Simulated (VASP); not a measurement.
The system is Mo.

```
CELL_PARAMETERS angstrom
-1.57642 1.57642 1.57642
1.57642 -1.57642 1.57642
1.57642 1.57642 -1.57642
ATOMIC_POSITIONS crystal
Mo 0.00000 0.00000 0.00000
```

Base run:

| Quantity | Value |
| --- | --- |
| Program | VASP 6.6.1 |
| Functional | r2SCAN |
| Potentials or basis | VASP PAW PBE potentials, release 64 (Mo_sv) |
| Cutoff | 520 eV |
| k mesh | 14 × 14 × 14 |
| Occupations | gaussian, width 1 eV |
| Spin | no spin polarisation |

Its results: band gap on the k mesh zero (bands 7 and 8 overlap by 5.55 eV); pressure 1.9 GPa.

Problem. The run is repeated on the same cell with these changes: occupations from gaussian, width 1 eV to gaussian, width 0.6 eV. What comes out?

Solution. Band gap on the k mesh zero (bands 7 and 8 overlap by 5.55 eV); pressure 1.0 GPa.

Caveats: so wide a smearing shifts energies and pressures; the PAW data sets were made with another functional, which shifts forces and pressure a little.
